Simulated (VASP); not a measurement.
Here is a VASP 6.6.1 calculation.

The input INCAR:

```
  PREC = Accurate
  ENCUT = 520
  EDIFF = 1E-6
  ISMEAR = 0
  SIGMA = 0.01
  LREAL = Auto
  LASPH = True
  NELM = 100
  ALGO = Normal
  ISIF = 2
  LWAVE = False
  LCHARG = True
  GGA = PE
  IVDW = 12
  LELF = True
  LVHAR = True
  NBANDS = 125
  NELECT = 192.0
```

KPOINTS

```
Automatic mesh
0
Gamma
  2 2 2
  0.5 0.5 0.5
```

The input POSCAR:

```
B25N23
1.0
    6.2652845352     -3.6172637130      3.2948837600
    2.5061138141     -7.2345274259     -3.2948837601
    7.5183414423      1.4469054852     -3.2948837600
B N
25 23
Direct
    0.4886254486      0.1315532576      0.3815532576
    0.3303296220      0.9183034471      0.4178283694
    0.3303296220      0.1678283694      0.1683034471
    0.6532883444      0.0920434294      0.5908347929
    0.1753424069      0.9527544399      0.2027544399
    0.4898248568      0.8807676379      0.6319176571
    0.9973036747      0.7519756610      0.2521596460
    0.3223360700      0.6731849191      0.6710989577
    0.8237519595      0.5490098887      0.2998741179
    0.6532883444      0.3408347929      0.3420434294
    0.8237519595      0.0498741179      0.7990098887
    0.6894351135      0.8243152540      0.8178380496
    0.1737539199      0.7031941599      0.4530474591
    0.5175503206      0.6103911037      0.8603911037
    1.0064816564      0.4960065938      0.4979133995
    0.3223360700      0.4210989577      0.9231849191
    0.8348163481      0.2914585920      0.5414585920
    0.9973036747      0.0021596460      0.0019756610
    0.8220475010      0.7986418572      0.0486418572
    0.6894351135      0.5678380496      0.0743152540
    0.1717560855      0.4546001027      0.7046001027
    0.4898248568      0.3819176571      0.1307676379
    1.0064816564      0.2479133995      0.7460065938
    0.1737539199      0.2030474591      0.9531941599
    0.6920453957      0.6299659814      0.8799659814
    0.4295703313      0.4759496544      0.9796945010
    0.4295703313      0.7296945010      0.7259496544
    0.7687361471      0.6456634463      0.1503660183
    0.2702065516      0.5171205445      0.7671205445
    0.5998910711      0.4340541202      0.1913771876
    0.1290575126      0.2943489904      0.7950319485
    0.4342792775      0.2273350123      0.2281898743
    0.9395781266      0.1031529520      0.8510989251
    0.7687361471      0.9003660183      0.8956634463
    0.9395781266      0.6010989251      0.3531529520
    0.7708812044      0.3932599258      0.3947530504
    0.2727831221      0.2644457994      0.0165005611
    0.5971548857      0.1888950385      0.4388950385
    0.1149138115      0.0528889731      0.0532467400
    0.4342792775      0.9781898743      0.4773350123
    0.9354152980      0.8538906307      0.1038906307
    0.1290575126      0.5450319485      0.5443489904
    0.9610601602      0.3368873227      0.5868873227
    0.7708812044      0.1447530504      0.6432599258
    0.2794439553      0.0125100084      0.2625100084
    0.5998910711      0.9413771876      0.6840541202
    0.1149138115      0.8032467400      0.3028889731
    0.2727831221      0.7665005611      0.5144457994
```

Potentials or basis: VASP PAW PBE potentials, release 64 (B, N).

Run with:

```bash
$ cat potpaw_PBE.64/B/POTCAR potpaw_PBE.64/N/POTCAR > POTCAR
$ mpirun -np 1 vasp_std > vasp.out
```

Estimate the dispersion energy per atom.

-0.144 eV.

What does it give for the largest force?

0.008 eV/Å.

Forces on the atoms (eV/Å):
```
B   -0.001  0.001 -0.001
B    0.002  0.001  0.001
B    0.000 -0.002  0.001
B    0.001 -0.001 -0.001
B   -0.001  0.001  0.004
B    0.000  0.002 -0.004
B    0.001 -0.003 -0.001
B    0.000  0.001 -0.002
B   -0.002  0.002 -0.001
B    0.001  0.000 -0.001
B   -0.002  0.001 -0.001
B    0.001  0.002  0.001
B    0.000  0.000  0.001
B    0.004 -0.002  0.001
B   -0.001 -0.002  0.002
B   -0.001 -0.001 -0.002
B   -0.001  0.000 -0.002
B    0.003  0.000 -0.001
B   -0.001  0.001 -0.004
B   -0.001 -0.002  0.001
B    0.001 -0.001  0.001
B   -0.002 -0.002 -0.004
B    0.001  0.002  0.002
B    0.000 -0.001  0.001
B   -0.002  0.001  0.007
N    0.003  0.002  0.001
N    0.000 -0.003  0.001
N   -0.001 -0.002  0.001
N   -0.001  0.000 -0.001
N   -0.003  0.001  0.002
N    0.001  0.000 -0.002
N    0.000  0.002  0.000
N   -0.001 -0.002  0.000
N    0.002  0.002  0.001
N    0.001  0.002  0.000
N   -0.001  0.000  0.001
N    0.000  0.000  0.000
N    0.002 -0.001  0.001
N    0.001  0.001 -0.002
N   -0.002 -0.001  0.000
N    0.001 -0.001  0.002
N    0.000 -0.001 -0.002
N    0.000  0.000 -0.002
N   -0.001  0.000  0.001
N   -0.001  0.001 -0.002
N   -0.002  0.002  0.002
N    0.000 -0.001 -0.002
N    0.000  0.000  0.000
```

Caveat: the cell carries a net charge on a neutralising background, which shifts energy and pressure.
